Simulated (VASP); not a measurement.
# TaSi2: single point with PBEsol

The system is TaSi2.

```
Ta Si
1.0
     4.76086    0.00000    0.00000
    -2.38043    4.12303    0.00000
     0.00000    0.00000    6.55578
Ta Si
3 6
Direct
  0.50000 0.00000 0.50000
  0.50000 0.50000 0.83333
  0.00000 0.50000 0.16667
  0.16897 0.33794 0.50000
  0.84073 0.15927 0.83333
  0.68146 0.84073 0.16667
  0.84073 0.68146 0.50000
  0.15927 0.84073 0.83333
  0.31854 0.15927 0.16667
```

This cell differs from its parent crystal: atom 4 (Si) moved +0.080 Å towards its neighbour atom 1 (Ta) at 2.810 Å.

```json
{"Program": "VASP 6.6.1", "Task": "single point", "Functional": "PBEsol", "Potentials or basis": "VASP PAW PBE potentials, release 64 (Ta_pv, Si)", "Cutoff": "520 eV", "k mesh": "12 × 12 × 6", "Occupations": "gaussian, width 0.15 eV", "Spin": "no spin polarisation", "Dipole correction": "no", "Further INCAR settings": "ALGO = Normal; EDIFF = 1e-06; NBANDS = 38"}
```

| Item | Value |
| --- | --- |
| Pressure | 0.4 GPa |
| Largest force | 0.653 eV/Å |

Forces in eV/Å, atoms in the order of the input:
```
Ta   0.000  0.297  0.000
Ta   0.045  0.053  0.103
Ta  -0.045  0.053 -0.103
Si   0.000 -0.653  0.000
Si   0.042 -0.018 -0.068
Si   0.031  0.054  0.015
Si   0.000  0.179  0.000
Si  -0.031  0.054 -0.015
Si  -0.042 -0.018  0.068
```

Stress tensor (GPa, compression positive):
```
0.27 0.00 0.28
0.00 0.20 0.00
0.28 0.00 0.85
```

Levels at points of the mesh, in eV from the Fermi level:
```tsv
k point	band 27	band 28	band 29	band 30	band 31	band 32
(0.00, 0.00, 0.00)	-2.27	-2.26	-1.54	0.66	3.04	3.06
(0.50, 0.00, 0.00)	-0.77	-0.10	0.06	0.83	1.23	1.64
(0.00, 0.50, 0.00)	-0.80	-0.13	-0.02	0.85	1.20	1.64
(0.00, 0.00, 0.50)	-1.88	-1.77	1.09	1.10	2.69	2.77
(0.50, 0.00, 0.50)	-1.79	-0.72	-0.21	1.54	1.97	2.56
(0.00, 0.50, 0.50)	-1.88	-0.72	-0.21	1.59	1.98	2.54
```

Wall time 8.2 min on 1 thread of Intel(R) Xeon(R) 6975P-C (Granite Rapids), on a shared host, peak memory 0.9 GiB.

Caveat: the cell differs from its parent crystal (atom 4 (Si) moved +0.080 Å towards its neighbour atom 1 (Ta) at 2.810 Å); the PAW data sets were made with another functional, which shifts forces and pressure a little; spin-orbit coupling is left out, which moves the levels of the heavy elements.
